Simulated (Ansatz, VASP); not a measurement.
**One calculation of InSe2, two programs**

INCAR

```
PREC     = Accurate       # precision mode
ENCUT    = 520            # plane-wave cutoff, eV
EDIFF    = 1E-6           # SCF threshold, eV
ISMEAR   = 0              # smearing method
SIGMA    = 0.15           # smearing width, eV
LREAL    = False          # projectors in reciprocal space
LASPH    = True           # aspherical terms in the spheres
NELM     = 80             # most SCF steps
ALGO     = Normal         # electronic algorithm
ISIF     = 2              # what is computed and relaxed
LWAVE    = False          # write WAVECAR
LCHARG   = False          # write CHGCAR
GGA      = PS             # functional
NBANDS   = 34             # bands
```

File KPOINTS:

```
regular mesh
0
Gamma
  12 12 6
```

The input POSCAR:

```
InSe2
1.0
    3.5261623355      0.0000000000      0.0000000000
    0.0000000000      3.5261623355      0.0000000000
    0.0000000000      0.0000000000      9.7141337272
In Se
2 4
Direct
    0.0000000000      0.5000000000      0.7051148767
    0.5000000000      0.0000000000      0.2948851233
    0.0000000000      0.5000000000      0.3669879178
    0.5000000000      0.0000000000      0.6330120822
    0.0000000000      0.0000000000      0.0000000000
    0.5000000000      0.5000000000      0.0000000000
```

Input for Ansatz:

```yaml
crystal:
  lattice:
    - [3.5261623355, 0.0, 0.0]
    - [0.0, 3.5261623355, 0.0]
    - [0.0, 0.0, 9.7141337272]
  atoms:
    - { symbol: In, position: [0.0, 0.5, 0.7051148767] }
    - { symbol: In, position: [0.5, 0.0, 0.2948851233] }
    - { symbol: Se, position: [0.0, 0.5, 0.3669879178] }
    - { symbol: Se, position: [0.5, 0.0, 0.6330120822] }
    - { symbol: Se, position: [0.0, 0.0, 0.0] }
    - { symbol: Se, position: [0.5, 0.5, 0.0] }
basis:
  ecutwfc: 420
kpoints:
  mp_grid: { grid: [12, 12, 6] }
hamiltonian:
  xc: pbesol
scf:
  occupations: { method: gaussian, width: 0.15 }
output:
  forces: true
  stress: true
  eigenvalues: true
```

Change from the starting cell: strain -0.080 along x and y, +0.040 along z, atoms carried along.

Alike in both runs: task single point; functional PBEsol; k mesh 12 × 12 × 6; occupations gaussian, width 0.15 eV; no spin polarisation.

|  | VASP | Ansatz |
| --- | --- | --- |
| version | VASP 6.6.1 | Ansatz 0.2.0 |
| potentials or method | VASP PAW PBE potentials, release 64 (In_d, Se), cutoff 520 eV | scalar-relativistic, plane waves, PAW |
| valence electrons in the cell | 50 | 90 |

|  | VASP | Ansatz | Ansatz less VASP |
| --- | --- | --- | --- |
| gap on the k mesh at the Fermi level (eV) | none | none | - |
| pressure (GPa) | 19.2 | 19.0 | -0.23 |
| traceless stress, the component that is largest in VASP (GPa) | -17.66 | -17.48 | +0.181 |
| rms of the force components (eV/Å) | 0.402 | 0.399 | -0.0032 |

VASP's potentials were made for PBE, not for PBEsol. Atom by atom the forces differ by 0.004 eV/Å (rms over components). A gap of «none» marks a metal or a gap that the smearing closes. VASP's potentials hold 50 valence electrons a cell and Ansatz's 90, so a difference there can come from the potentials and not from the codes.
